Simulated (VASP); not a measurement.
# Ca3GeN (Pm-3m) in VASP: a series of runs, part 3 of 3

VASP 6.6.1.

## (4) Single point, LDA

This run uses another cell than the first one, of 22.61 Å³/atom.

Input file INCAR:

```
PREC     = Accurate       # precision mode
ENCUT    = 520            # plane-wave cutoff, eV
EDIFF    = 1E-6           # SCF threshold, eV
ISMEAR   = -1             # smearing method
SIGMA    = 0.1            # smearing width, eV
LREAL    = False          # projectors in reciprocal space
LASPH    = True           # aspherical terms in the spheres
NELM     = 60             # most SCF steps
ALGO     = Normal         # electronic algorithm
ISIF     = 2              # what is computed and relaxed
LWAVE    = False          # write WAVECAR
LCHARG   = False          # write CHGCAR
NBANDS   = 32             # bands
```

Input file KPOINTS:

```
Automatic mesh
0
Gamma
  5 5 5
```

Input file POSCAR:

```
Ca3GeN
1.0
    4.8353023883      0.0000000000      0.0000000000
    0.0000000000      4.8353023883      0.0000000000
    0.0000000000      0.0000000000      4.8353023883
Ca Ge N
3 1 1
Direct
    0.0000000000      0.5000000000      0.5000000000
    0.5000000000      0.0000000000      0.5000000000
    0.5000000000      0.5000000000      0.0000000000
    0.0000000000      0.0000000000      0.0000000000
    0.5000000000      0.5000000000      0.5000000000
```

Potentials or basis: VASP PAW LDA potentials, release 64 (Ca_sv, Ge_d, N).

Launch:

```
cat potpaw_LDA.64/Ca_sv/POTCAR potpaw_LDA.64/Ge_d/POTCAR potpaw_LDA.64/N/POTCAR > POTCAR
mpirun -np 1 vasp_std > vasp.out
```

OUTCAR:

```text
PREC = Accurate
   ENCUT = 520
   EDIFF = 1E-6
   ISMEAR = -1
   LREAL = False
   LASPH = True
   NELM = 60
   ISIF = 2

 ion  position               nearest neighbor table
   1  0.000  0.500  0.500-   5 2.42   5 2.42
   2  0.500  0.000  0.500-   5 2.42   5 2.42
   3  0.500  0.500  0.000-   5 2.42   5 2.42
   4  0.000  0.000  0.000-
   5  0.500  0.500  0.500-   1 2.42   2 2.42   3 2.42   3 2.42   2 2.42   1 2.42

  LATTYP: Found a simple cubic cell.
 ALAT       =     4.8353023883

  Lattice vectors:

 A1 = (   4.8353023883,   0.0000000000,   0.0000000000)
 A2 = (   0.0000000000,   4.8353023883,   0.0000000000)
 A3 = (   0.0000000000,   0.0000000000,   4.8353023883)

Analysis of symmetry for initial positions (statically):
=====================================================================
 Subroutine PRICEL returns:
 Original cell was already a primitive cell.

 Routine SETGRP: Setting up the symmetry group for a
 simple cubic supercell.

 Subroutine GETGRP returns: Found 48 space group operations
 (whereof 48 operations were pure point group operations)
 out of a pool of 48 trial point group operations.

The static configuration has the point symmetry O_h .

Analysis of symmetry for dynamics (positions and initial velocities):
=====================================================================
 Subroutine PRICEL returns:
 Original cell was already a primitive cell.

 Routine SETGRP: Setting up the symmetry group for a
 simple cubic supercell.

 Subroutine GETGRP returns: Found 48 space group operations
 (whereof 48 operations were pure point group operations)
 out of a pool of 48 trial point group operations.

The dynamic configuration has the point symmetry O_h .

 Subroutine INISYM returns: Found 48 space group operations
 (whereof 48 operations are pure point group operations),
 and found     1 'primitive' translations

----------------------------------------------------------------------------------------

                                     Primitive cell

  volume of cell :     113.0501

  direct lattice vectors                    reciprocal lattice vectors
     4.835302388  0.000000000  0.000000000     0.206812298  0.000000000  0.000000000
     0.000000000  4.835302388  0.000000000     0.000000000  0.206812298  0.000000000
     0.000000000  0.000000000  4.835302388     0.000000000  0.000000000  0.206812298

  length of vectors
     4.835302388  4.835302388  4.835302388     0.206812298  0.206812298  0.206812298

  position of ions in fractional coordinates (direct lattice)
     0.000000000  0.500000000  0.500000000
     0.500000000  0.000000000  0.500000000
     0.500000000  0.500000000  0.000000000
     0.000000000  0.000000000  0.000000000
     0.500000000  0.500000000  0.500000000

  ion indices of the primitive-cell ions
   primitive index   ion index
                 1           1
                 2           2
                 3           3
                 4           4
                 5           5

----------------------------------------------------------------------------------------

 KPOINTS: Automatic mesh

Automatic generation of k-mesh.
 Grid dimensions read from file:
 generate k-points for:    5    5    5

 Generating k-lattice:

  Cartesian coordinates                     Fractional coordinates (reciprocal lattice)
     0.041362460  0.000000000  0.000000000     0.200000000  0.000000000  0.000000000
     0.000000000  0.041362460  0.000000000     0.000000000  0.200000000  0.000000000
     0.000000000  0.000000000  0.041362460     0.000000000  0.000000000  0.200000000

  Length of vectors
     0.041362460  0.041362460  0.041362460

  Shift w.r.t. Gamma in fractional coordinates (k-lattice)
     0.000000000  0.000000000  0.000000000

 Subroutine IBZKPT returns following result:
 ===========================================

 Found     10 irreducible k-points:

 Following reciprocal coordinates:
            Coordinates               Weight
  0.000000  0.000000  0.000000      1.000000
  0.200000  0.000000  0.000000      6.000000
  0.400000  0.000000  0.000000      6.000000
  0.200000  0.200000  0.000000     12.000000
  0.400000  0.200000  0.000000     24.000000
  0.400000  0.400000  0.000000     12.000000
  0.200000  0.200000  0.200000      8.000000
  0.400000  0.200000  0.200000     24.000000
  0.400000  0.400000  0.200000     24.000000
  0.400000  0.400000  0.400000      8.000000
   k-points           NKPTS =     10   k-points in BZ     NKDIM =     10   number of bands    NBANDS=     32
   number of dos      NEDOS =    301   number of ions     NIONS =      5
   total plane-waves  NPLWV =  46656
   dimension x,y,z NGX =    36 NGY =   36 NGZ =   36
   dimension x,y,z NGXF=    72 NGYF=   72 NGZF=   72
   ions per type =               3   1   1
   NGX,Y,Z   is equivalent  to a cutoff of  12.38, 12.38, 12.38 a.u.
   NGXF,Y,Z  is equivalent  to a cutoff of  24.75, 24.75, 24.75 a.u.
 SYSTEM =  unknown system
   PREC   = accura    normal or accurate (medium, high low for compatibility)
   ISTART =      0    job   : 0-new  1-cont  2-samecut
   ICHARG =      2    charge: 1-file 2-atom 10-const
   ISPIN  =      1    spin polarized calculation?
   LNONCOLLINEAR =      F non collinear calculations
   LSORBIT =      F    spin-orbit coupling
   LASPH  =      T    aspherical Exc in radial PAW
   ENCUT  =  520.0 eV  38.22 Ry    6.18 a.u.   8.99  8.99  8.99*2*pi/ulx,y,z
   NELM   =     60;   NELMIN=  2; NELMDL= -5     # of ELM steps
   EDIFF  = 0.1E-05   stopping-criterion for ELM
   LREAL  =      F    real-space projection
   EDIFFG = 0.1E-04   stopping-criterion for IOM
   NSW    =      0    number of steps for IOM
   IBRION =     -1    ionic relax: 0-MD 1-quasi-New 2-CG
   NFREE  =      0    steps in history (QN), initial steepest desc. (CG)
   ISIF   =      2    stress and relaxation
   ISYM   =      2    0-nonsym 1-usesym 2-fastsym
   POTIM  = 0.5000    time-step for ionic-motion
   TEBEG  =    0.0;   TEEND  =   0.0 temperature during run
   PSTRESS=    0.0 pullay stress
   NELECT =      49.0000    total number of electrons
   NUPDOWN=      -1.0000    fix difference up-down
   EMIN   =  10.00;   EMAX   =-10.00  energy-range for DOS
   EFERMI =   0.00;   METHOD = LEGACY
   ISMEAR =    -1;   SIGMA  =   0.10  broadening in eV -4-tet -1-fermi 0-gaus
   EFERMI_NEDOS =   21; number of points for ismear=-14 and -15
   IALGO  =     38    algorithm
   IMIX   =      4    mixing-type and parameters
     AMIX     =   0.40;   BMIX     =  1.00
     AMIX_MAG =   1.60;   BMIX_MAG =  1.00
  volume/ion in A,a.u.               =      22.61       152.58
  Fermi-wavevector in a.u.,A,eV,Ry     =   1.238939  2.341255 20.884529  1.534970
  Thomas-Fermi vector in A             =   2.373443
   LORBIT       =      0    0 simple, 1 ext, 2 COOP (PROOUT), +10 PAW based schemes
   GGA     = CA    functional components
   LHFCALC =     F    Hartree Fock is set to
   AEXX    =    0.0000 exact exchange contribution
   IVDW    =     0    specifies the selected vdW correction
   LEPSILON=     F    determine dielectric tensor
   LRPA    =     F    only Hartree local field effects (RPA)
 non-spin polarized calculation
  energy-cutoff  :      520.00
  volume of cell :      113.05
 maximum number of plane-waves:      3060
 NGX is ok and might be reduce to    36
   NGX = 17   NGY = 17   NGZ = 17

 number of electron      48.9999961 magnetization

 Free energy of the ion-electron system (eV)
  ---------------------------------------------------
  ext. energy  EPLUGINS =         0.00000000
  ---------------------------------------------------
  free energy    TOTEN  =       -25.19428683 eV

  energy without entropy =      -25.08497249  energy(sigma->0) =      -25.13962966

 E-fermi :   2.7594     XC(G=0):  -9.7915

 val. band max:        2.7582135179   @ k =   0.4000   0.2000   0.0000
 cond. band min:       2.8253185824   @ k =   0.4000   0.0000   0.0000
 fundamental gap:      0.0671050645
 Fermi energy:         2.7594243130

 k-point     1 :       0.0000    0.0000    0.0000
  band No.  band energies     occupation
      1     -36.6536      2.00000
      2     -36.5646      2.00000
      3     -36.5646      2.00000
      4     -20.6007      2.00000
      5     -20.6007      2.00000
      6     -20.6007      2.00000
[... 339 lines left out ...]
     31       6.8557      0.00000
     32       6.8604      0.00000

------------------------ aborting loop because EDIFF is reached ----------------------------------------

  FORCE on cell =-STRESS in cart. coord.  units (eV):
  Direction    XX          YY          ZZ          XY          YZ          ZX
  --------------------------------------------------------------------------------------
  -------------------------------------------------------------------------------------
  Total       -3.2600947     -3.2600947     -3.2600947      0.0000000     -0.0000000      0.0000000
  in kB      -46.2029692    -46.2029692    -46.2029692      0.0000000     -0.0000000      0.0000000
  external PRESSURE =     -46.2029692 kB  Pullay stress =       0.0000000 kB

 VOLUME and BASIS-vectors are now :
 -----------------------------------------------------------------------------
  energy-cutoff  :      520.00
  volume of cell :      113.05
      direct lattice vectors                 reciprocal lattice vectors
     4.835302388  0.000000000  0.000000000     0.206812298  0.000000000  0.000000000
     0.000000000  4.835302388  0.000000000     0.000000000  0.206812298  0.000000000
     0.000000000  0.000000000  4.835302388     0.000000000  0.000000000  0.206812298

 POSITION                                       TOTAL-FORCE (eV/Angst)
 -----------------------------------------------------------------------------------
      0.00000      2.41765      2.41765         0.000000      0.000000      0.000000
      2.41765      0.00000      2.41765         0.000000      0.000000      0.000000
      2.41765      2.41765      0.00000         0.000000      0.000000      0.000000
      0.00000      0.00000      0.00000         0.000000      0.000000      0.000000
      2.41765      2.41765      2.41765         0.000000      0.000000      0.000000
 -----------------------------------------------------------------------------------
    total drift:                                0.000000      0.000000      0.000000

  FREE ENERGIE OF THE ION-ELECTRON SYSTEM (eV)
  ---------------------------------------------------
  free  energy   TOTEN  =       -25.1942868298 eV

  energy  without entropy=      -25.0849724880  energy(sigma->0) =      -25.13962966
```

Run time: 54 s. Hardware: 1 thread of Intel Xeon 8259CL, shared host; peak memory 0.19 GiB.

Results:

```yaml
Free_energy: -25.1943 eV
Pressure: -4.6 GPa
Band_gap_on_the_k_mesh: zero (an odd number of electrons rules out a gap without spin polarisation)
```

Caveat: the cell stands under tension.

## (5) Single point, LDA

This run uses another cell than the first one, of 23.15 Å³/atom.

Input file INCAR:

```
SYSTEM = Ca3GeN
ALGO = Normal ; EDIFF = 1E-6
ENCUT = 520 ; GGA = CA
ISIF = 2 ; ISMEAR = -1
LASPH = .True. ; LCHARG = .True.
LELF = .True. ; LREAL = .False.
LVHAR = .True. ; LWAVE = .False.
NBANDS = 32 ; NELM = 80
PREC = Accurate ; SIGMA = 0.1
```

Input file KPOINTS:

```
k-points
0
Gamma
  5 5 5
  0 0 0
```

POSCAR, as its differences from that of step 4:

```diff
@@ -2,5 +2,5 @@
 1.0
-    4.8353023883      0.0000000000      0.0000000000
-    0.0000000000      4.8353023883      0.0000000000
-    0.0000000000      0.0000000000      4.8353023883
+    4.8733772031      0.0000000000      0.0000000000
+    0.0000000000      4.8733772031      0.0000000000
+    0.0000000000      0.0000000000      4.8733772031
 Ca Ge N
```

Launch:

```
cat potpaw_LDA.64/Ca_sv/POTCAR potpaw_LDA.64/Ge_d/POTCAR potpaw_LDA.64/N/POTCAR > POTCAR
mpirun -np 1 vasp_std > vasp.out
```

Wall time 57 s (1 thread of Intel Xeon 8259CL, shared host); peak memory 0.19 GiB.

Results (log left out):

* Free energy: -25.1093 eV
* Pressure: -5.6 GPa
* Band gap on the k mesh: zero (an odd number of electrons rules out a gap without spin polarisation)

Levels at points of the mesh, in eV from the Fermi level:
```csv
k point,band 21,band 22,band 23,band 24,band 25,band 26,band 27,band 28
"(0.00, 0.00, 0.00)",-0.75,-0.75,1.01,1.01,1.01,1.10,1.10,1.94
```

Caveat: the cell stands under tension.

## (6) Single point, LDA

This run uses another cell than the first one, of 23.69 Å³/atom.

Input file INCAR:

```
SYSTEM = Ca3GeN
PREC = Accurate
ENCUT = 520
EDIFF = 1E-6
ISMEAR = -1
SIGMA = 0.1
LREAL = .FALSE.
LASPH = .TRUE.
NELM = 100
ALGO = Normal
ISIF = 2
LWAVE = .FALSE.
LCHARG = .FALSE.
GGA = CA
NBANDS = 32
```

Input file KPOINTS:

```
Automatic mesh
0
G
  5 5 5
  0 0 0
```

POSCAR, as its differences from that of step 5:

```diff
@@ -2,5 +2,5 @@
 1.0
-    4.8733772031      0.0000000000      0.0000000000
-    0.0000000000      4.8733772031      0.0000000000
-    0.0000000000      0.0000000000      4.8733772031
+    4.9108661933      0.0000000000      0.0000000000
+    0.0000000000      4.9108661933      0.0000000000
+    0.0000000000      0.0000000000      4.9108661933
 Ca Ge N
```

Potentials or basis: VASP PAW LDA potentials, release 64 (Ca_sv, Ge_d, N).

Launch:

```
cat potpaw_LDA.64/Ca_sv/POTCAR potpaw_LDA.64/Ge_d/POTCAR potpaw_LDA.64/N/POTCAR > POTCAR
mpirun -np 1 vasp_std > vasp.out
```

Run time: 72 s. Hardware: 1 thread of Intel Xeon 8259CL, shared host; peak memory 0.22 GiB.

Results (log left out):

| Item | Value |
| --- | --- |
| Free energy | -25.0082 eV |
| Pressure | -6.5 GPa |
| Band gap on the k mesh | zero (an odd number of electrons rules out a gap without spin polarisation) |

Levels at points of the mesh, in eV from the Fermi level:
| k point | band 22 | band 23 | band 24 | band 25 | band 26 | band 27 |
| --- | --- | --- | --- | --- | --- | --- |
| (0.00, 0.00, 0.00) | -0.78 | 0.98 | 0.98 | 0.98 | 1.09 | 1.09 |

Caveat: the cell stands under tension.

## (7) Summary

| cell | gap on the mesh (eV) | pressure (GPa) |
| --- | --- | --- |
| a = 4.757 Å, 5 atoms | none | -2.1 |
| a = 4.797 Å, 5 atoms | none | -3.4 |
| a = 4.835 Å, 5 atoms | none | -4.6 |
| a = 4.873 Å, 5 atoms | none | -5.6 |
| a = 4.911 Å, 5 atoms | none | -6.5 |

Alike in all rows: task single point; level LDA; potentials or basis VASP PAW LDA potentials, release 64 (Ca_sv, Ge_d, N); no spin polarisation; k mesh 5 × 5 × 5; cutoff (eV) 520; smearing fermi-dirac 0.1 eV.

Caveats: the cell stands under tension (at least some runs).

Absolute energies hang on the potentials; compare differences alone.
